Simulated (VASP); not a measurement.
# Hf2N (P4_2/mnm) in VASP: further runs

Hf2N is run at these levels: PBEsol; tasks: single point.

All numbers are computed with VASP 6.6.1; they aren't measurements. Logs are shortened: lines on timing, memory, paths and dates and some standing lists are left out, and cuts for length are marked.

## (1) The cell of the first run

It takes space group P4_2/mnm (No. 136, tetragonal). The conventional cell has a = 5.350 Å, b = 5.350 Å, c = 3.257 Å, α = 90.00°, β = 90.00°, γ = 90.00°. Hf (site symmetry m2m) has 3 N at 2.24 Å and 11 Hf at 3.09 to 3.26 Å within 3.3 Å. N (site symmetry mmm) has 6 Hf at 2.24 Å within 3.0 Å.

## (2) Single point, PBEsol (15.54 Å³/atom)

INCAR reads:

```
PREC = Accurate
ENCUT = 520
EDIFF = 1E-6
ISMEAR = 0
SIGMA = 0.1
LREAL = F
LASPH = T
NELM = 80
ALGO = Normal
ISIF = 2
LWAVE = F
LCHARG = F
GGA = PS
NBANDS = 34
```

KPOINTS reads:

```
regular mesh
0
Gamma
  8 8 12
```

POSCAR reads:

```
Hf2N
1.0
    5.3501582336      0.0000000000      0.0000000000
    0.0000000000      5.3501582336      0.0000000000
    0.0000000000      0.0000000000      3.2567444874
Hf N
4 2
Direct
    0.2959177443      0.2959177443      0.0000000000
    0.7040822557      0.7040822557      0.0000000000
    0.7959177443      0.2040822557      0.5000000000
    0.2040822557      0.7959177443      0.5000000000
    0.0000000000      0.0000000000      0.0000000000
    0.5000000000      0.5000000000      0.5000000000
```

Potentials or basis: VASP PAW PBE potentials, release 64 (Hf_pv, N).

Launch:

```bash
cat potpaw_PBE.64/Hf_pv/POTCAR potpaw_PBE.64/N/POTCAR > POTCAR
mpirun -np 1 vasp_std > vasp.out
```

OUTCAR:

```text
PREC = Accurate
   ENCUT = 520
   EDIFF = 1E-6
   ISMEAR = 0
   LREAL = F
   LASPH = T
   NELM = 80
   ISIF = 2
   GGA = PS

 ion  position               nearest neighbor table
   1  0.296  0.296  0.000-   5 2.24   6 2.24   6 2.24   2 3.09   4 3.17   3 3.17   4 3.17   3 3.17
                             4 3.17   4 3.17   3 3.17   3 3.17   2 3.85   2 3.85
   2  0.704  0.704  0.000-   5 2.24   6 2.24   6 2.24   1 3.09   4 3.17   3 3.17   4 3.17   3 3.17
                             3 3.17   3 3.17   4 3.17   4 3.17   1 3.85   1 3.85
   3  0.796  0.204  0.500-   6 2.24   5 2.24   5 2.24   4 3.09   1 3.17   1 3.17   2 3.17   2 3.17
                             2 3.17   2 3.17   1 3.17   1 3.17   4 3.85   4 3.85
   4  0.204  0.796  0.500-   6 2.24   5 2.24   5 2.24   3 3.09   1 3.17   1 3.17   2 3.17   2 3.17
                             1 3.17   1 3.17   2 3.17   2 3.17   3 3.85   3 3.85
   5  0.000  0.000  0.000-   1 2.24   2 2.24   3 2.24   4 2.24   3 2.24   4 2.24
   6  0.500  0.500  0.500-   3 2.24   4 2.24   1 2.24   2 2.24   1 2.24   2 2.24

  LATTYP: Found a simple tetragonal cell.
 ALAT       =     5.3501582336
 C/A-ratio  =     0.6087192837

  Lattice vectors:

 A1 = (   5.3501582336,   0.0000000000,   0.0000000000)
 A2 = (   0.0000000000,   5.3501582336,   0.0000000000)
 A3 = (   0.0000000000,   0.0000000000,   3.2567444874)

Analysis of symmetry for initial positions (statically):
=====================================================================
 Subroutine PRICEL returns:
 Original cell was already a primitive cell.

 Routine SETGRP: Setting up the symmetry group for a
 simple tetragonal supercell.

 Subroutine GETGRP returns: Found 16 space group operations
 (whereof  8 operations were pure point group operations)
 out of a pool of 16 trial point group operations.

The static configuration has the point symmetry D_2h.
 The point group associated with its full space group is D_4h.

Analysis of symmetry for dynamics (positions and initial velocities):
=====================================================================
 Subroutine PRICEL returns:
 Original cell was already a primitive cell.

 Routine SETGRP: Setting up the symmetry group for a
 simple tetragonal supercell.

 Subroutine GETGRP returns: Found 16 space group operations
 (whereof  8 operations were pure point group operations)
 out of a pool of 16 trial point group operations.

The dynamic configuration has the point symmetry D_2h.
 The point group associated with its full space group is D_4h.

 Subroutine INISYM returns: Found 16 space group operations
 (whereof  8 operations are pure point group operations),
 and found     1 'primitive' translations

----------------------------------------------------------------------------------------

                                     Primitive cell

  volume of cell :      93.2217

  direct lattice vectors                    reciprocal lattice vectors
     5.350158234  0.000000000  0.000000000     0.186910360  0.000000000  0.000000000
     0.000000000  5.350158234  0.000000000     0.000000000  0.186910360  0.000000000
     0.000000000  0.000000000  3.256744487     0.000000000  0.000000000  0.307055099

  length of vectors
     5.350158234  5.350158234  3.256744487     0.186910360  0.186910360  0.307055099

  position of ions in fractional coordinates (direct lattice)
     0.295917744  0.295917744  0.000000000
     0.704082256  0.704082256  0.000000000
     0.795917744  0.204082256  0.500000000
     0.204082256  0.795917744  0.500000000
     0.000000000  0.000000000  0.000000000
     0.500000000  0.500000000  0.500000000

  ion indices of the primitive-cell ions
   primitive index   ion index
                 1           1
                 2           2
                 3           3
                 4           4
                 5           5
                 6           6

----------------------------------------------------------------------------------------

 KPOINTS: regular mesh

Automatic generation of k-mesh.
 Grid dimensions read from file:
 generate k-points for:    8    8   12

 Generating k-lattice:

  Cartesian coordinates                     Fractional coordinates (reciprocal lattice)
     0.023363795  0.000000000  0.000000000     0.125000000  0.000000000  0.000000000
     0.000000000  0.023363795  0.000000000     0.000000000  0.125000000  0.000000000
     0.000000000  0.000000000  0.025587925     0.000000000  0.000000000  0.083333333

  Length of vectors
     0.023363795  0.023363795  0.025587925

  Shift w.r.t. Gamma in fractional coordinates (k-lattice)
     0.000000000  0.000000000  0.000000000

 Subroutine IBZKPT returns following result:
 ===========================================

 Found    105 irreducible k-points:

 Following reciprocal coordinates:
            Coordinates               Weight
  0.000000  0.000000  0.000000      1.000000
  0.125000  0.000000  0.000000      4.000000
  0.250000  0.000000  0.000000      4.000000
  0.375000  0.000000  0.000000      4.000000
  0.500000  0.000000  0.000000      2.000000
  0.125000  0.125000  0.000000      4.000000
[... 16 lines left out ...]
  0.375000  0.125000  0.083333     16.000000
  0.500000  0.125000  0.083333      8.000000
 [... further k-points ...]
   k-points           NKPTS =    105   k-points in BZ     NKDIM =    105   number of bands    NBANDS=     34
   number of dos      NEDOS =    301   number of ions     NIONS =      6
   total plane-waves  NPLWV =  38400
   dimension x,y,z NGX =    40 NGY =   40 NGZ =   24
   dimension x,y,z NGXF=    80 NGYF=   80 NGZF=   48
   ions per type =               4   2
   NGX,Y,Z   is equivalent  to a cutoff of  12.43, 12.43, 12.25 a.u.
   NGXF,Y,Z  is equivalent  to a cutoff of  24.86, 24.86, 24.50 a.u.
 SYSTEM =  unknown system
   PREC   = accura    normal or accurate (medium, high low for compatibility)
   ISTART =      0    job   : 0-new  1-cont  2-samecut
   ICHARG =      2    charge: 1-file 2-atom 10-const
   ISPIN  =      1    spin polarized calculation?
   LNONCOLLINEAR =      F non collinear calculations
   LSORBIT =      F    spin-orbit coupling
   LASPH  =      T    aspherical Exc in radial PAW
   ENCUT  =  520.0 eV  38.22 Ry    6.18 a.u.   9.95  9.95  6.06*2*pi/ulx,y,z
   NELM   =     80;   NELMIN=  2; NELMDL= -5     # of ELM steps
   EDIFF  = 0.1E-05   stopping-criterion for ELM
   LREAL  =      F    real-space projection
   EDIFFG = 0.1E-04   stopping-criterion for IOM
   NSW    =      0    number of steps for IOM
   IBRION =     -1    ionic relax: 0-MD 1-quasi-New 2-CG
   NFREE  =      0    steps in history (QN), initial steepest desc. (CG)
   ISIF   =      2    stress and relaxation
   ISYM   =      2    0-nonsym 1-usesym 2-fastsym
   POTIM  = 0.5000    time-step for ionic-motion
   TEBEG  =    0.0;   TEEND  =   0.0 temperature during run
   PSTRESS=    0.0 pullay stress
   NELECT =      50.0000    total number of electrons
   NUPDOWN=      -1.0000    fix difference up-down
   EMIN   =  10.00;   EMAX   =-10.00  energy-range for DOS
   EFERMI =   0.00;   METHOD = LEGACY
   ISMEAR =     0;   SIGMA  =   0.10  broadening in eV -4-tet -1-fermi 0-gaus
   EFERMI_NEDOS =   21; number of points for ismear=-14 and -15
   IALGO  =     38    algorithm
   IMIX   =      4    mixing-type and parameters
     AMIX     =   0.40;   BMIX     =  1.00
     AMIX_MAG =   1.60;   BMIX_MAG =  1.00
  volume/ion in A,a.u.               =      15.54       104.85
  Fermi-wavevector in a.u.,A,eV,Ry     =   1.330125  2.513572 24.071877  1.769233
  Thomas-Fermi vector in A             =   2.459236
   LORBIT       =      0    0 simple, 1 ext, 2 COOP (PROOUT), +10 PAW based schemes
   GGA     = PS    functional components
   LHFCALC =     F    Hartree Fock is set to
   AEXX    =    0.0000 exact exchange contribution
   IVDW    =     0    specifies the selected vdW correction
   LEPSILON=     F    determine dielectric tensor
   LRPA    =     F    only Hartree local field effects (RPA)
 non-spin polarized calculation
 Gauss-broadening in eV      SIGMA  =   0.10
  energy-cutoff  :      520.00
  volume of cell :       93.22
 maximum number of plane-waves:      2532
 NGX is ok and might be reduce to    40
   NGX = 19   NGY = 19   NGZ = 13

 number of electron      50.0000004 magnetization

 Free energy of the ion-electron system (eV)
  ---------------------------------------------------
  ext. energy  EPLUGINS =         0.00000000
  ---------------------------------------------------
  free energy    TOTEN  =       -67.43856704 eV

  energy without entropy =      -67.42546897  energy(sigma->0) =      -67.43201801

 E-fermi :   5.6706     XC(G=0): -12.0154

 val. band max:        5.6611628308   @ k =   0.3750   0.3750   0.3333
 cond. band min:       5.6819361201   @ k =   0.5000   0.0000   0.2500
 fundamental gap:      0.0207732893
 Fermi energy:         5.6705864271

 k-point     1 :       0.0000    0.0000    0.0000
  band No.  band energies     occupation
      1     -25.4806      2.00000
      2     -25.0208      2.00000
      3     -24.9602      2.00000
      4     -24.9602      2.00000
      5     -24.7416      2.00000
      6     -24.6144      2.00000
[... 26 lines left out ...]
     33       8.8474      0.00000
     34       8.8474      0.00000

 k-point     2 :       0.1250    0.0000    0.0000
  band No.  band energies     occupation
      1     -25.4600      2.00000
      2     -25.0147      2.00000
      3     -24.9843      2.00000
      4     -24.9306      2.00000
      5     -24.7338      2.00000
      6     -24.6098      2.00000
[... 26 lines left out ...]
     33       8.8160      0.00000
     34       9.1010      0.00000
[... 775 lines left out ...]
     33       9.5602      0.00000
     34      10.0954      0.00000

 k-point    24 :       0.5000    0.1250    0.0833
  band No.  band energies     occupation
      1     -25.1985      2.00000
      2     -25.1985      2.00000
      3     -24.8108      2.00000
      4     -24.8108      2.00000
      5     -24.7232      2.00000
      6     -24.7232      2.00000
[... 26 lines left out ...]
     33       9.6075      0.00000
     34       9.6075      0.00000

 [... further k-points ...]

------------------------ aborting loop because EDIFF is reached ----------------------------------------

  FORCE on cell =-STRESS in cart. coord.  units (eV):
  Direction    XX          YY          ZZ          XY          YZ          ZX
  --------------------------------------------------------------------------------------
  -------------------------------------------------------------------------------------
  Total       -3.8720644     -3.8720644     -3.9712960      0.0000000      0.0000000      0.0000000
  in kB      -66.5481847    -66.5481847    -68.2536538      0.0000000      0.0000000      0.0000000
  external PRESSURE =     -67.1166744 kB  Pullay stress =       0.0000000 kB

 VOLUME and BASIS-vectors are now :
 -----------------------------------------------------------------------------
  energy-cutoff  :      520.00
  volume of cell :       93.22
      direct lattice vectors                 reciprocal lattice vectors
     5.350158234  0.000000000  0.000000000     0.186910360  0.000000000  0.000000000
     0.000000000  5.350158234  0.000000000     0.000000000  0.186910360  0.000000000
     0.000000000  0.000000000  3.256744487     0.000000000  0.000000000  0.307055099

 POSITION                                       TOTAL-FORCE (eV/Angst)
 -----------------------------------------------------------------------------------
      1.58321      1.58321      0.00000         0.006294      0.006294     -0.000000
      3.76695      3.76695      0.00000        -0.006294     -0.006294      0.000000
      4.25829      1.09187      1.62837         0.006294     -0.006294      0.000000
      1.09187      4.25829      1.62837        -0.006294      0.006294     -0.000000
      0.00000      0.00000      0.00000         0.000000      0.000000      0.000000
      2.67508      2.67508      1.62837         0.000000      0.000000      0.000000
 -----------------------------------------------------------------------------------
    total drift:                               -0.000000      0.000000     -0.000000

  FREE ENERGIE OF THE ION-ELECTRON SYSTEM (eV)
  ---------------------------------------------------
  free  energy   TOTEN  =       -67.4385670361 eV

  energy  without entropy=      -67.4254689741  energy(sigma->0) =      -67.43201801
```

Run time: 7.7 min. Hardware: 1 thread of Intel Xeon 8259CL, shared host; peak memory 0.37 GiB.

Results:

- Free energy: -67.4386 eV
- Pressure: -6.7 GPa
- Largest force: 0.009 eV/Å
- Band gap on the k mesh: zero (bands 25 and 26 overlap by 2.60 eV)

Forces in eV/Å, atoms in the order of the input:
```
Hf   0.006  0.006  0.000
Hf  -0.006 -0.006  0.000
Hf   0.006 -0.006  0.000
Hf  -0.006  0.006  0.000
N    0.000  0.000  0.000
N    0.000  0.000  0.000
```

Stress tensor (GPa, compression positive):
```
-6.65  0.00  0.00
 0.00 -6.65  0.00
 0.00  0.00 -6.83
```

Caveat: the cell stands under tension; the PAW data sets were made with another functional, which shifts forces and pressure a little; spin-orbit coupling is left out, which moves the levels of the heavy elements.

## (3) Single point, PBEsol (15.99 Å³/atom)

This run uses another cell than the first one, of 15.99 Å³/atom.

INCAR reads:

```
SYSTEM = Hf2N
PREC     = Accurate       ! precision mode
ENCUT    = 520            ! plane-wave cutoff, eV
EDIFF    = 1E-6           ! SCF threshold, eV
ISMEAR   = 0              ! smearing method
SIGMA    = 0.1            ! smearing width, eV
LREAL    = .FALSE.        ! projectors in reciprocal space
LASPH    = .TRUE.         ! aspherical terms in the spheres
NELM     = 60             ! most SCF steps
ALGO     = Normal         ! electronic algorithm
ISIF     = 2              ! what is computed and relaxed
LWAVE    = .FALSE.        ! write WAVECAR
LCHARG   = .FALSE.        ! write CHGCAR
GGA      = PS             ! functional
NBANDS   = 34             ! bands
```

KPOINTS reads:

```
Automatic mesh
0
G
  8 8 12
  0 0 0
```

POSCAR reads:

```
Hf2N
1.0
    5.4047083875      0.0000000000      0.0000000000
    0.0000000000      5.4047083875      0.0000000000
    0.0000000000      0.0000000000      3.2842865951
Hf N
4 2
Direct
    0.2965236128      0.2965236128      0.0000000000
    0.7034763872      0.7034763872      0.0000000000
    0.7965236128      0.2034763872      0.5000000000
    0.2034763872      0.7965236128      0.5000000000
    0.0000000000      0.0000000000      0.0000000000
    0.5000000000      0.5000000000      0.5000000000
```

Potentials or basis: VASP PAW PBE potentials, release 64 (Hf_pv, N).

Launch:

```bash
cat potpaw_PBE.64/Hf_pv/POTCAR potpaw_PBE.64/N/POTCAR > POTCAR
mpirun -np 1 vasp_std > vasp.out
```

Run time: 7.7 min. Hardware: 1 thread of Intel Xeon 8259CL, shared host; peak memory 0.38 GiB.

Results (log left out):

```yaml
Free_energy: -67.2838 eV
Pressure: -11.6 GPa
Largest_force: 0.010 eV/Å
Band_gap_on_the_k_mesh: zero (bands 25 and 26 overlap by 2.52 eV)
```

Forces in eV/Å, atoms in the order of the input:
```
Hf   0.007  0.007  0.000
Hf  -0.007 -0.007  0.000
Hf   0.007 -0.007  0.000
Hf  -0.007  0.007  0.000
N    0.000  0.000  0.000
N    0.000  0.000  0.000
```

Stress tensor (GPa, compression positive):
```
-11.51   0.00   0.00
  0.00 -11.51   0.00
  0.00   0.00 -11.68
```

Levels at points of the mesh, in eV from the Fermi level:
```tsv
k point	band 21	band 22	band 23	band 24	band 25	band 26	band 27	band 28	band 29	band 30
(0.00, 0.00, 0.00)	-3.48	-2.02	-0.25	0.79	1.05	1.05	1.05	1.41	1.72	1.72
(0.50, 0.00, 0.00)	-2.41	-2.41	-1.01	-1.01	1.31	1.31	1.80	1.80	1.84	1.84
(0.50, 0.50, 0.00)	-1.71	-1.71	-1.39	-1.39	1.06	1.06	1.44	1.44	1.56	1.56
(0.00, 0.00, 0.50)	-1.43	-1.43	-1.24	-1.24	-1.21	-1.21	2.07	2.07	3.54	3.54
(0.50, 0.00, 0.50)	-1.84	-1.84	-1.17	-1.17	-0.92	-0.92	1.69	1.69	3.61	3.61
(0.50, 0.50, 0.50)	-1.59	-1.59	-0.77	-0.77	-0.65	-0.65	1.14	1.14	2.72	2.72
```

Caveat: the cell stands under tension; the PAW data sets were made with another functional, which shifts forces and pressure a little; spin-orbit coupling is left out, which moves the levels of the heavy elements.

## (4) Single point, PBEsol (16.59 Å³/atom)

This run uses another cell than the first one, of 16.59 Å³/atom.

INCAR reads:

```
SYSTEM = Hf2N
ALGO     = Normal         ! electronic algorithm
EDIFF    = 1E-6           ! SCF threshold, eV
ENCUT    = 520            ! plane-wave cutoff, eV
GGA      = PS             ! functional
ISIF     = 2              ! what is computed and relaxed
ISMEAR   = 0              ! smearing method
LASPH    = .TRUE.         ! aspherical terms in the spheres
LCHARG   = .FALSE.        ! write CHGCAR
LREAL    = .FALSE.        ! projectors in reciprocal space
LWAVE    = .FALSE.        ! write WAVECAR
NBANDS   = 34             ! bands
NELM     = 80             ! most SCF steps
PREC     = Accurate       ! precision mode
SIGMA    = 0.1            ! smearing width, eV
```

KPOINTS reads:

```
k-points
0
G
  8 8 12
  0 0 0
```

POSCAR reads:

```
Hf2N
1.0
    5.4776666609      0.0000000000      0.0000000000
    0.0000000000      5.4776666609      0.0000000000
    0.0000000000      0.0000000000      3.3180368148
Hf N
4 2
Direct
    0.2976101411      0.2976101411      0.0000000000
    0.7023898589      0.7023898589      0.0000000000
    0.7976101411      0.2023898589      0.5000000000
    0.2023898589      0.7976101411      0.5000000000
    0.0000000000      0.0000000000      0.0000000000
    0.5000000000      0.5000000000      0.5000000000
```

Launch:

```bash
cat potpaw_PBE.64/Hf_pv/POTCAR potpaw_PBE.64/N/POTCAR > POTCAR
mpirun -np 1 vasp_std > vasp.out
```

Wall time 10 min (1 thread of Intel Xeon 8259CL, shared host); peak memory 0.41 GiB.

It converged, with:

* Free energy: -66.9616 eV
* Pressure: -16.9 GPa
* Largest force: 0.009 eV/Å
* Band gap on the k mesh: zero (bands 25 and 26 overlap by 2.41 eV)

Forces on the atoms (eV/Å):
```
Hf   0.006  0.006  0.000
Hf  -0.006 -0.006  0.000
Hf   0.006 -0.006  0.000
Hf  -0.006  0.006  0.000
N    0.000  0.000  0.000
N    0.000  0.000  0.000
```

Stress tensor (GPa, compression positive):
```
-16.85   0.00   0.00
  0.00 -16.85   0.00
  0.00   0.00 -17.04
```

Levels at points of the mesh, in eV from the Fermi level:
| k point | band 23 | band 24 | band 25 | band 26 | band 27 | band 28 |
| --- | --- | --- | --- | --- | --- | --- |
| (0.00, 0.00, 0.00) | -0.34 | 0.80 | 1.01 | 1.01 | 1.07 | 1.28 |
| (0.50, 0.00, 0.00) | -0.96 | -0.96 | 1.24 | 1.24 | 1.74 | 1.74 |
| (0.50, 0.50, 0.00) | -1.35 | -1.35 | 1.07 | 1.07 | 1.37 | 1.37 |
| (0.00, 0.00, 0.50) | -1.22 | -1.22 | -1.17 | -1.17 | 2.01 | 2.01 |
| (0.50, 0.00, 0.50) | -1.17 | -1.17 | -0.89 | -0.89 | 1.63 | 1.63 |
| (0.50, 0.50, 0.50) | -0.70 | -0.70 | -0.69 | -0.69 | 1.04 | 1.04 |

Caveat: the cell stands under tension; the PAW data sets were made with another functional, which shifts forces and pressure a little; spin-orbit coupling is left out, which moves the levels of the heavy elements.

(Part 1 of 2 ends here.)

The gap in the log of VASP goes by the Fermi energy; the results here count the filled bands.